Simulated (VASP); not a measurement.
Write the native input for VASP 6.6.1 that does the following.

- Task: single point
- Functional: PBEsol
- Potentials or basis: VASP PAW PBE potentials, release 64 (K_sv)
- Cutoff: 520 eV
- k mesh: 12 × 12 × 12
- Occupations: gaussian, width 0.15 eV
- Spin: no spin polarisation
- Dipole correction: no
- Further INCAR settings: ALGO = Fast; EDIFF = 1e-06; NBANDS = 10

The structure of K lies in POSCAR:

```
K
1.0
    4.2026785028      0.0000000000      0.0000000000
    0.0000000000      4.3104394900      0.0000000000
    0.0000000000      0.0000000000      4.3104394900
K
1
Direct
    0.0000000000      0.0000000000      0.0000000000
```

This cell differs from its parent crystal: strain -0.0250 x Voigt [1, 0, 0, 0, 0, 0].

One way to write it, as run:

INCAR

```
SYSTEM = K
  PREC = Accurate
  ENCUT = 520
  EDIFF = 1E-6
  ISMEAR = 0
  SIGMA = 0.15
  LREAL = .FALSE.
  LASPH = .TRUE.
  NELM = 80
  ALGO = Fast
  ISIF = 2
  LWAVE = .FALSE.
  LCHARG = .FALSE.
  GGA = PS
  NBANDS = 10
```

KPOINTS

```
Automatic mesh
0
G
  12 12 12
  0 0 0
```

Potentials or basis: VASP PAW PBE potentials, release 64 (K_sv).

The run is started by

```console
$ cat potpaw_PBE.64/K_sv/POTCAR > POTCAR
$ mpirun -np 1 vasp_std > vasp.out
```

It gave:

```yaml
Pressure: -0.1 GPa
```

Caveat: the cell differs from its parent crystal (strain -0.0250 x Voigt [1, 0, 0, 0, 0, 0]); the PAW data sets were made with another functional, which shifts forces and pressure a little.

It took 35 s on 1 thread of Intel(R) Xeon(R) 6975P-C (Granite Rapids), with other jobs on the host, peak memory 0.27 GiB.
